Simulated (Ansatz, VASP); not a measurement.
## Two plane-wave programs on ZnS

```
Zn S
1.0
     3.77104    0.00000    0.00000
    -1.88552    3.26581    0.00000
     0.00000    0.00000   12.35079
Zn S
4 4
Direct
  0.66667 0.33333 0.75000
  0.33333 0.66667 0.25000
  0.00000 0.00000 0.50000
  0.00000 0.00000 0.00000
  0.66667 0.33333 0.93750
  0.33333 0.66667 0.43750
  0.00000 0.00000 0.68750
  0.00000 0.00000 0.18750
```

Alike in both runs: task single point; functional PBE; k mesh 8 × 8 × 3; occupations fermi-dirac, width 0.05 eV; no spin polarisation.

```csv
,VASP,Ansatz
version,VASP 6.6.1,Ansatz 0.2.0
potentials or method,"VASP PAW PBE potentials, release 64 (Zn, S)",Ansatz PAW earlier set
plane-wave cutoff (eV),520,660
valence electrons in the cell,72,104
```

Ansatz gave:

```
gap on the k mesh at the Fermi level (eV)                     : 2.31
least direct gap on the mesh (eV)                             : 2.31
pressure (GPa)                                                : 4.7
traceless stress, the component that is largest in VASP (GPa) : -0.10
rms of the force components (eV/Å)                            : 0.019
```

Task: Estimate VASP's values.

Result: gap on the k mesh at the Fermi level (eV): 2.32; least direct gap on the mesh (eV): 2.32; pressure (GPa): 4.9; traceless stress, the component that is largest in VASP (GPa): -0.10; rms of the force components (eV/Å): 0.019.

Atom by atom the forces differ by 0.000 eV/Å (rms over components). VASP's potentials hold 72 valence electrons a cell and Ansatz's 104, so a difference there can come from the potentials and not from the codes.

Noted on Ansatz's run: odd divisions of the mesh miss points on the zone boundary, where band edges often lie, so the gap on the mesh can be too wide.
